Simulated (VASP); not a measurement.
# Nb2H3 (P-3m1) in VASP: further runs

Nb2H3 is run at these levels: PBE; tasks: single point, relaxation of cell and atoms.

All numbers are computed with VASP 6.6.1; they aren't measurements. Logs are shortened: lines on timing, memory, paths and dates and some standing lists are left out, and cuts for length are marked.

### Step 1. The cell of the first run

Symmetry: P-3m1, No. 164, trigonal system. Conventional cell: a = 3.091 Å, b = 3.091 Å, c = 5.322 Å, α = 90.00°, β = 90.00°, γ = 120.00°. Nb (site symmetry 3m) has 7 H at 1.96 to 2.18 Å within 2.6 Å. Within 2.9 Å of H (site symmetry -3m) lie 6 Nb at 2.18 Å and 6 H at 2.73 Å. H (site symmetry 3m) has 4 Nb at 1.96 to 2.00 Å and 3 H at 2.14 Å within 2.6 Å.

### Step 2. Single point, PBE

INCAR reads:

```
PREC = Accurate ; ENCUT = 520
EDIFF = 1E-6 ; ISMEAR = 0
SIGMA = 0.1 ; LREAL = False
LASPH = True ; NELM = 80
ALGO = Normal ; ISIF = 2
LWAVE = False ; LCHARG = False
GGA = PE ; NBANDS = 22
```

KPOINTS reads:

```
regular mesh
0
Gamma
  12 12 4
```

POSCAR reads:

```
Nb2H3
1.0
    3.0911441982      0.0000000000      0.0000000000
   -1.5455720991      2.6770094024      0.0000000000
    0.0000000000      0.0000000000      5.3220378768
Nb H
2 3
Direct
    0.3333333333      0.6666666667      0.2353522218
    0.6666666667      0.3333333333      0.7646477782
    0.0000000000      0.0000000000      1.0000000000
    0.3333333333      0.6666666667      0.6110012451
    0.6666666667      0.3333333333      0.3889987549
```

Potentials or basis: VASP PAW PBE potentials, release 64 (Nb_sv, H).

Run with:

```console
$ cat potpaw_PBE.64/Nb_sv/POTCAR potpaw_PBE.64/H/POTCAR > POTCAR
$ mpirun -np 1 vasp_std > vasp.out
```

OUTCAR:

```text
PREC = Accurate
   ENCUT = 520
   EDIFF = 1E-6
   ISMEAR = 0
   LREAL = False
   LASPH = True
   NELM = 80
   ISIF = 2
   GGA = PE

 ion  position               nearest neighbor table
   1  0.333  0.667  0.235-   5 1.96   5 1.96   5 1.96
   2  0.667  0.333  0.765-   4 1.96   4 1.96   4 1.96
   3  0.000  0.000  0.000-
   4  0.333  0.667  0.611-   2 1.96   2 1.96   2 1.96
   5  0.667  0.333  0.389-   1 1.96   1 1.96   1 1.96

  LATTYP: Found a hexagonal cell.
 ALAT       =     3.0911441982
 C/A-ratio  =     1.7217048237

  Lattice vectors:

 A1 = (   3.0911441982,   0.0000000000,   0.0000000000)
 A2 = (  -1.5455720991,   2.6770094024,   0.0000000000)
 A3 = (   0.0000000000,   0.0000000000,   5.3220378768)

Analysis of symmetry for initial positions (statically):
=====================================================================
 Subroutine PRICEL returns:
 Original cell was already a primitive cell.

 Routine SETGRP: Setting up the symmetry group for a
 hexagonal supercell.

 Subroutine GETGRP returns: Found 12 space group operations
 (whereof 12 operations were pure point group operations)
 out of a pool of 24 trial point group operations.

The static configuration has the point symmetry D_3d.

Analysis of symmetry for dynamics (positions and initial velocities):
=====================================================================
 Subroutine PRICEL returns:
 Original cell was already a primitive cell.

 Routine SETGRP: Setting up the symmetry group for a
 hexagonal supercell.

 Subroutine GETGRP returns: Found 12 space group operations
 (whereof 12 operations were pure point group operations)
 out of a pool of 24 trial point group operations.

The dynamic configuration has the point symmetry D_3d.

 Subroutine INISYM returns: Found 12 space group operations
 (whereof 12 operations are pure point group operations),
 and found     1 'primitive' translations

----------------------------------------------------------------------------------------

                                     Primitive cell

  volume of cell :      44.0400

  direct lattice vectors                    reciprocal lattice vectors
     3.091144198  0.000000000  0.000000000     0.323504805  0.186775586  0.000000000
    -1.545572099  2.677009402  0.000000000     0.000000000  0.373551172  0.000000000
     0.000000000  0.000000000  5.322037877     0.000000000  0.000000000  0.187897949

  length of vectors
     3.091144198  3.091144198  5.322037877     0.373551172  0.373551172  0.187897949

  position of ions in fractional coordinates (direct lattice)
     0.333333333  0.666666667  0.235352222
     0.666666667  0.333333333  0.764647778
     0.000000000  0.000000000  0.000000000
     0.333333333  0.666666667  0.611001245
     0.666666667  0.333333333  0.388998755

  ion indices of the primitive-cell ions
   primitive index   ion index
                 1           1
                 2           2
                 3           3
                 4           4
                 5           5

----------------------------------------------------------------------------------------

 KPOINTS: regular mesh

Automatic generation of k-mesh.
 Grid dimensions read from file:
 generate k-points for:   12   12    4

 Generating k-lattice:

  Cartesian coordinates                     Fractional coordinates (reciprocal lattice)
     0.026958734  0.015564632  0.000000000     0.083333333  0.000000000  0.000000000
     0.000000000  0.031129264  0.000000000     0.000000000  0.083333333  0.000000000
     0.000000000  0.000000000  0.046974487     0.000000000  0.000000000  0.250000000

  Length of vectors
     0.031129264  0.031129264  0.046974487

  Shift w.r.t. Gamma in fractional coordinates (k-lattice)
     0.000000000  0.000000000  0.000000000

 Subroutine IBZKPT returns following result:
 ===========================================

 Found     69 irreducible k-points:

 Following reciprocal coordinates:
            Coordinates               Weight
  0.000000  0.000000  0.000000      1.000000
  0.083333 -0.000000  0.000000      6.000000
  0.166667 -0.000000  0.000000      6.000000
  0.250000  0.000000  0.000000      6.000000
  0.333333 -0.000000  0.000000      6.000000
  0.416667 -0.000000  0.000000      6.000000
[... 16 lines left out ...]
  0.166667 -0.000000  0.250000      6.000000
  0.000000  0.166667  0.250000      6.000000
 [... further k-points ...]
   k-points           NKPTS =     69   k-points in BZ     NKDIM =     69   number of bands    NBANDS=     22
   number of dos      NEDOS =    301   number of ions     NIONS =      5
   total plane-waves  NPLWV =  23040
   dimension x,y,z NGX =    24 NGY =   24 NGZ =   40
   dimension x,y,z NGXF=    48 NGYF=   48 NGZF=   80
   ions per type =               2   3
   NGX,Y,Z   is equivalent  to a cutoff of  12.91, 12.91, 12.49 a.u.
   NGXF,Y,Z  is equivalent  to a cutoff of  25.82, 25.82, 24.99 a.u.
 SYSTEM =  unknown system
   PREC   = accura    normal or accurate (medium, high low for compatibility)
   ISTART =      0    job   : 0-new  1-cont  2-samecut
   ICHARG =      2    charge: 1-file 2-atom 10-const
   ISPIN  =      1    spin polarized calculation?
   LNONCOLLINEAR =      F non collinear calculations
   LSORBIT =      F    spin-orbit coupling
   LASPH  =      T    aspherical Exc in radial PAW
   ENCUT  =  520.0 eV  38.22 Ry    6.18 a.u.   5.75  5.75  9.90*2*pi/ulx,y,z
   NELM   =     80;   NELMIN=  2; NELMDL= -5     # of ELM steps
   EDIFF  = 0.1E-05   stopping-criterion for ELM
   LREAL  =      F    real-space projection
   EDIFFG = 0.1E-04   stopping-criterion for IOM
   NSW    =      0    number of steps for IOM
   IBRION =     -1    ionic relax: 0-MD 1-quasi-New 2-CG
   NFREE  =      0    steps in history (QN), initial steepest desc. (CG)
   ISIF   =      2    stress and relaxation
   ISYM   =      2    0-nonsym 1-usesym 2-fastsym
   POTIM  = 0.5000    time-step for ionic-motion
   TEBEG  =    0.0;   TEEND  =   0.0 temperature during run
   PSTRESS=    0.0 pullay stress
   NELECT =      29.0000    total number of electrons
   NUPDOWN=      -1.0000    fix difference up-down
   EMIN   =  10.00;   EMAX   =-10.00  energy-range for DOS
   EFERMI =   0.00;   METHOD = LEGACY
   ISMEAR =     0;   SIGMA  =   0.10  broadening in eV -4-tet -1-fermi 0-gaus
   EFERMI_NEDOS =   21; number of points for ismear=-14 and -15
   IALGO  =     38    algorithm
   IMIX   =      4    mixing-type and parameters
     AMIX     =   0.40;   BMIX     =  1.00
     AMIX_MAG =   1.60;   BMIX_MAG =  1.00
  volume/ion in A,a.u.               =       8.81        59.44
  Fermi-wavevector in a.u.,A,eV,Ry     =   1.424268  2.691477 27.599962  2.028540
  Thomas-Fermi vector in A             =   2.544777
   LORBIT       =      0    0 simple, 1 ext, 2 COOP (PROOUT), +10 PAW based schemes
   GGA     = PE    functional components
   LHFCALC =     F    Hartree Fock is set to
   AEXX    =    0.0000 exact exchange contribution
   IVDW    =     0    specifies the selected vdW correction
   LEPSILON=     F    determine dielectric tensor
   LRPA    =     F    only Hartree local field effects (RPA)
 non-spin polarized calculation
 Gauss-broadening in eV      SIGMA  =   0.10
  energy-cutoff  :      520.00
  volume of cell :       44.04
 maximum number of plane-waves:      1196
 NGX is ok and might be reduce to    24
   NGX = 11   NGY = 11   NGZ = 19

 number of electron      29.0000005 magnetization

 Free energy of the ion-electron system (eV)
  ---------------------------------------------------
  ext. energy  EPLUGINS =         0.00000000
  ---------------------------------------------------
  free energy    TOTEN  =       -31.48934314 eV

  energy without entropy =      -31.47200118  energy(sigma->0) =      -31.48067216

 E-fermi :  10.2475     XC(G=0): -12.2276

 val. band max:       10.2397441736   @ k =  -0.1667   0.5000   0.2500
 cond. band min:      10.2534682251   @ k =   0.2500   0.0833   0.2500
 fundamental gap:      0.0137240515
 Fermi energy:        10.2475114683

 k-point     1 :       0.0000    0.0000    0.0000
  band No.  band energies     occupation
      1     -44.7950      2.00000
      2     -44.6970      2.00000
      3     -21.2797      2.00000
      4     -20.5245      2.00000
      5     -20.4987      2.00000
      6     -20.4987      2.00000
[... 14 lines left out ...]
     21      13.9843      0.00000
     22      17.2037      0.00000

 k-point     2 :       0.0833   -0.0000    0.0000
  band No.  band energies     occupation
      1     -44.7876      2.00000
      2     -44.6926      2.00000
      3     -21.2607      2.00000
      4     -20.5602      2.00000
      5     -20.5165      2.00000
      6     -20.5127      2.00000
[... 14 lines left out ...]
     21      14.5735      0.00000
     22      17.2332      0.00000

 k-point     3 :       0.1667   -0.0000    0.0000
  band No.  band energies     occupation
      1     -44.7671      2.00000
      2     -44.6807      2.00000
      3     -21.2067      2.00000
      4     -20.6918      2.00000
      5     -20.6022      2.00000
      6     -20.5497      2.00000
[... 14 lines left out ...]
     21      15.5083      0.00000
     22      17.2649      0.00000
[... 476 lines left out ...]
 k-point    23 :       0.1667   -0.0000    0.2500
  band No.  band energies     occupation
      1     -44.7569      2.00000
      2     -44.6911      2.00000
      3     -21.1291      2.00000
      4     -20.7318      2.00000
      5     -20.6255      2.00000
      6     -20.5523      2.00000
[... 14 lines left out ...]
     21      15.0664      0.00000
     22      18.0079      0.00000

 k-point    24 :       0.0000    0.1667    0.2500
  band No.  band energies     occupation
      1     -44.7569      2.00000
      2     -44.6911      2.00000
      3     -21.1310      2.00000
      4     -20.7135      2.00000
      5     -20.6522      2.00000
      6     -20.5419      2.00000
[... 14 lines left out ...]
     21      15.3243      0.00000
     22      17.3020      0.00000

 [... further k-points ...]

------------------------ aborting loop because EDIFF is reached ----------------------------------------

  FORCE on cell =-STRESS in cart. coord.  units (eV):
  Direction    XX          YY          ZZ          XY          YZ          ZX
  --------------------------------------------------------------------------------------
  -------------------------------------------------------------------------------------
  Total       -0.1227306     -0.1227306     -0.1313447      0.0000000     -0.0000000      0.0000000
  in kB       -4.4649472     -4.4649472     -4.7783296      0.0000000     -0.0000000      0.0000000
  external PRESSURE =      -4.5694080 kB  Pullay stress =       0.0000000 kB

 VOLUME and BASIS-vectors are now :
 -----------------------------------------------------------------------------
  energy-cutoff  :      520.00
  volume of cell :       44.04
      direct lattice vectors                 reciprocal lattice vectors
     3.091144198  0.000000000  0.000000000     0.323504805  0.186775586  0.000000000
    -1.545572099  2.677009402  0.000000000     0.000000000  0.373551172  0.000000000
     0.000000000  0.000000000  5.322037877     0.000000000  0.000000000  0.187897949

 POSITION                                       TOTAL-FORCE (eV/Angst)
 -----------------------------------------------------------------------------------
     -0.00000      1.78467      1.25255        -0.000000      0.000000     -0.013598
      1.54557      0.89234      4.06948        -0.000000      0.000000      0.013598
      0.00000      0.00000      0.00000         0.000000      0.000000      0.000000
     -0.00000      1.78467      3.25177         0.000000      0.000000     -0.004269
      1.54557      0.89234      2.07027         0.000000      0.000000      0.004269
 -----------------------------------------------------------------------------------
    total drift:                                0.000000     -0.000000      0.000000

  FREE ENERGIE OF THE ION-ELECTRON SYSTEM (eV)
  ---------------------------------------------------
  free  energy   TOTEN  =       -31.4893431366 eV

  energy  without entropy=      -31.4720011794  energy(sigma->0) =      -31.48067216
```

It took 22 s on 1 thread of Intel Xeon 6975P-C (Granite Rapids), shared host; peak memory 0.19 GiB.

What came out:

```
Free energy   : -31.4893 eV
Pressure      : -0.5 GPa
Largest force : 0.014 eV/Å
```

Forces in eV/Å, atoms in the order of the input:
```
Nb   0.000  0.000 -0.014
Nb   0.000  0.000  0.014
H    0.000  0.000  0.000
H    0.000  0.000 -0.004
H    0.000  0.000  0.004
```

Levels at points of the mesh, in eV from the Fermi level:
```csv
k point,band 10,band 11,band 12,band 13,band 14,band 15,band 16,band 17,band 18,band 19
"(0.00, 0.00, 0.00)",-6.48,-5.19,-0.91,-0.50,-0.50,0.09,0.09,1.12,1.12,2.99
"(0.50, 0.00, 0.00)",-7.06,-5.07,-3.26,-1.93,-0.54,-0.30,3.29,3.56,3.69,4.02
"(0.00, 0.00, 0.50)",-8.24,-4.12,-2.58,-0.64,-0.64,-0.26,-0.26,2.20,2.20,2.65
"(0.50, 0.00, 0.50)",-6.05,-4.94,-3.91,-2.49,0.34,0.65,1.16,3.09,3.34,3.77
```

### Step 3. Relaxation of cell and atoms, PBE

This run uses another cell than the first one, of 9.77 Å³/atom, 1.109 times its volume.

INCAR reads:

```
  PREC = Accurate
  ENCUT = 600
  EDIFF = 1E-6
  ISMEAR = 0
  SIGMA = 0.1
  LREAL = F
  LASPH = T
  NELM = 100
  ALGO = Normal
  ISIF = 3
  LWAVE = F
  LCHARG = F
  GGA = PE
  IBRION = 2
  NSW = 90
  EDIFFG = -0.04
```

KPOINTS reads:

```
regular mesh
0
Gamma
  6 6 4
```

POSCAR reads:

```
Nb2H3
1.0
    3.3091608084      0.0000000000      0.0000000000
   -1.6545804042      2.8658173252      0.0000000000
    0.0000000000      0.0000000000      5.1485166892
Nb H
2 3
Direct
    0.3333333333      0.6666666667      0.2450000000
    0.6666666667      0.3333333333      0.7550000000
    0.0000000000      0.0000000000      0.0000000000
    0.3333333333      0.6666666667      0.6450000000
    0.6666666667      0.3333333333      0.3550000000
```

Potentials or basis: VASP PAW PBE potentials, release 64 (Nb_sv, H).

Run with:

```console
$ cat potpaw_PBE.64/Nb_sv/POTCAR potpaw_PBE.64/H/POTCAR > POTCAR
$ mpirun -np 1 vasp_std > vasp.out
```

Run time: 2.4 min. Hardware: 1 thread of Intel Xeon 6975P-C (Granite Rapids), shared host; peak memory 0.2 GiB.

It converged, with:

```yaml
Free_energy: -31.4774 eV
Relaxed_volume: 8.80 Å³/atom
Relaxed_cell: a = 3.097 Å, b = 3.097 Å, c = 5.297 Å, α = 90.00°, β = 90.00°, γ = 120.00°
Space_group_after_relaxing_to_0.05_Å: P-3m1 (No. 164)
Energy_gained_by_relaxing: 81.5 meV/atom
Ionic_steps: 16
Pressure_after_relaxing: -0.2 GPa
Largest_force_after_relaxing: 0.032 eV/Å
```

Forces in eV/Å, atoms in the order of the input:
```
Nb   0.000  0.000 -0.009
Nb   0.000  0.000  0.009
H    0.000  0.000  0.000
H    0.000  0.000 -0.032
H    0.000  0.000  0.032
```

Stress tensor (GPa, compression positive):
```
-0.15  0.00  0.00
 0.00 -0.15  0.00
 0.00  0.00 -0.28
```

Step by step:
```csv
step,energy change (eV),largest force (eV/Å),pressure (GPa),volume (Å³)
1,0.0000,0.6275,-15.26,48.83
2,-0.2763,0.5307,6.65,42.54
3,-0.2953,0.5070,1.39,43.68
4,-0.3334,0.4510,1.10,43.74
5,-0.3507,0.4534,0.97,43.80
6,-0.3799,0.2557,-0.93,44.18
7,-0.3896,0.1059,-2.49,44.53
8,-0.3991,0.0491,1.13,43.64
9,-0.3994,0.0283,0.66,43.75
10,-0.4026,0.0198,0.57,43.78
11,-0.4068,0.0378,0.46,43.84
12,-0.3973,0.1387,0.49,43.92
13,-0.4073,0.0427,0.41,43.85
14,-0.4074,0.0472,0.43,43.86
15,-0.4074,0.0204,-0.80,44.15
16,-0.4077,0.0319,-0.20,44.00
```

Final structure:
```
CELL_PARAMETERS angstrom
3.09722 0.00000 0.00000
-1.54861 2.68227 0.00000
0.00000 0.00000 5.29689
ATOMIC_POSITIONS crystal
Nb 0.33333 0.66667 0.23520
Nb 0.66667 0.33333 0.76480
H 0.00000 0.00000 0.00000
H 0.33333 0.66667 0.61142
H 0.66667 0.33333 0.38858
```

Levels at points of the mesh, in eV from the Fermi level:
```tsv
k point	band 12	band 13	band 14	band 15	band 16	band 17
(0.00, 0.00, 0.00)	-0.81	-0.49	-0.49	0.13	0.13	1.12
(0.50, 0.00, 0.00)	-3.22	-1.86	-0.53	-0.23	3.35	3.62
(0.00, 0.00, 0.50)	-2.53	-0.63	-0.63	-0.25	-0.25	2.23
(0.50, 0.00, 0.50)	-3.87	-2.44	0.38	0.67	1.19	3.15
```

Caveat: the k points lie up to 0.39 Å⁻¹ apart in the final cell.

### Step 4. Single point, PBE

INCAR reads:

```
PREC = Accurate ; ENCUT = 520
EDIFF = 1E-6 ; ISMEAR = 0
SIGMA = 0.1 ; LREAL = False
LASPH = True ; NELM = 100
ALGO = Normal ; ISIF = 2
LWAVE = False ; LCHARG = False
GGA = PE ; NBANDS = 22
```

KPOINTS reads:

```
Automatic mesh
0
Gamma
  12 12 8
```

POSCAR reads:

```
Nb2H3
1.0
    3.0911441982      0.0000000000      0.0000000000
   -1.5455720991      2.6770094024      0.0000000000
    0.0000000000      0.0000000000      5.3220378768
Nb H
2 3
Direct
    0.3333333333      0.6666666667      0.2353522218
    0.6666666667      0.3333333333      0.7646477782
    0.0000000000      0.0000000000      0.0000000000
    0.3333333333      0.6666666667      0.6110012451
    0.6666666667      0.3333333333      0.3889987549
```

Run with:

```console
$ cat potpaw_PBE.64/Nb_sv/POTCAR potpaw_PBE.64/H/POTCAR > POTCAR
$ mpirun -np 1 vasp_std > vasp.out
```

Wall time 39 s (1 thread of Intel Xeon 6975P-C (Granite Rapids), shared host); peak memory 0.23 GiB.

It converged, with:

- Free energy: -31.4948 eV
- Pressure: -0.5 GPa

Forces on the atoms (eV/Å):
```
Nb   0.000  0.000 -0.002
Nb   0.000  0.000  0.002
H    0.000  0.000  0.000
H    0.000  0.000  0.000
H    0.000  0.000  0.000
```

Levels at points of the mesh, in eV from the Fermi level:
```csv
k point,band 12,band 13,band 14,band 15,band 16,band 17,band 18,band 19
"(0.00, 0.00, 0.00)",-0.93,-0.51,-0.51,0.08,0.08,1.11,1.11,2.97
"(0.50, 0.00, 0.00)",-3.28,-1.94,-0.55,-0.32,3.28,3.54,3.68,4.01
"(0.00, 0.00, 0.50)",-2.60,-0.65,-0.65,-0.27,-0.27,2.18,2.18,2.64
"(0.50, 0.00, 0.50)",-3.92,-2.50,0.32,0.64,1.14,3.07,3.33,3.76
```

### Step 5. Summary

```tsv
task	cell	k mesh	cutoff (eV)	gap on the mesh (eV)	pressure (GPa)	largest force (eV/Å)
single point	a = 3.091, b = 3.091, c = 5.322 Å, angles 90.0, 90.0, 120.0°, 5 atoms	12 × 12 × 4	520	none	-0.5	0.01
relaxation of cell and atoms	relaxed from a = 3.309, b = 3.309, c = 5.149 Å, angles 90.0, 90.0, 120.0°, 5 atoms	6 × 6 × 4	600	none	-0.2	0.03
single point	a = 3.091, b = 3.091, c = 5.322 Å, angles 90.0, 90.0, 120.0°, 5 atoms	12 × 12 × 8	520	none	-0.5	-
```

Alike in all rows: level PBE; potentials or basis VASP PAW PBE potentials, release 64 (Nb_sv, H); no spin polarisation; smearing gaussian 0.1 eV.

Caveats: some runs use coarse meshes.

Total energies depend on the potentials used, so only differences within one code and one set of settings carry meaning.
